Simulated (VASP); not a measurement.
A run of VASP 6.6.1 is set up as follows.

Contents of POSCAR:

```
Si
1.0
    3.8512048931      0.0000000000      0.0000000000
   -1.9256024465      3.3352412726      0.0000000000
    0.0000000000      0.0000000000      6.3348653510
Si
4
Direct
    0.3333333333      0.6666666667     -0.0003195752
    0.6666666667      0.3333333333      0.4996804248
    0.3333333333      0.6666666667      0.3743195752
    0.6666666667      0.3333333333      0.8743195752
```

The input INCAR.step1:

```
SYSTEM = Si
ALGO = Normal ; EDIFF = 1E-4
ENCUT = 520 ; GGA = PE
ISMEAR = 0 ; LASPH = .True.
LCHARG = .False. ; LREAL = .False.
LWAVE = .True. ; NBANDS = 16
NELM = 80 ; PREC = Accurate
SIGMA = 0.02
```

Contents of INCAR.step2:

```
SYSTEM = Si
ALGO = Normal ; EDIFF = 1E-6
ENCUT = 520 ; ISIF = 2
ISMEAR = 0 ; ISTART = 1
LASPH = .True. ; LCHARG = .True.
LELF = .True. ; LMIXTAU = .True.
LREAL = .False. ; LVHAR = .True.
LWAVE = .False. ; METAGGA = R2SCAN
NBANDS = 16 ; NELM = 80
PREC = Accurate ; SIGMA = 0.02
```

Contents of KPOINTS:

```
k-points
0
Gamma
  9 9 4
  0 0 0
```

Potentials or basis: VASP PAW PBE potentials, release 64 (Si).

Launch:

```bash
$ cat potpaw_PBE.64/Si/POTCAR > POTCAR
$ cp INCAR.step1 INCAR
$ mpirun -np 1 vasp_std > vasp.out
$ cp INCAR.step2 INCAR
$ mpirun -np 1 vasp_std > vasp.out
```

Predict the band gap on the k mesh.

0.66 eV, indirect (least direct gap 1.29 eV).

Estimate the pressure.

-1.1 GPa.

Stress tensor (GPa, compression positive):
```
-1.40  0.00  0.00
 0.00 -1.40  0.00
 0.00  0.00 -0.37
```

Caveat: the cell differs from its parent crystal (strained cell); the PAW data sets were made with another functional, which shifts forces and pressure a little. A k mesh can miss the band edges.
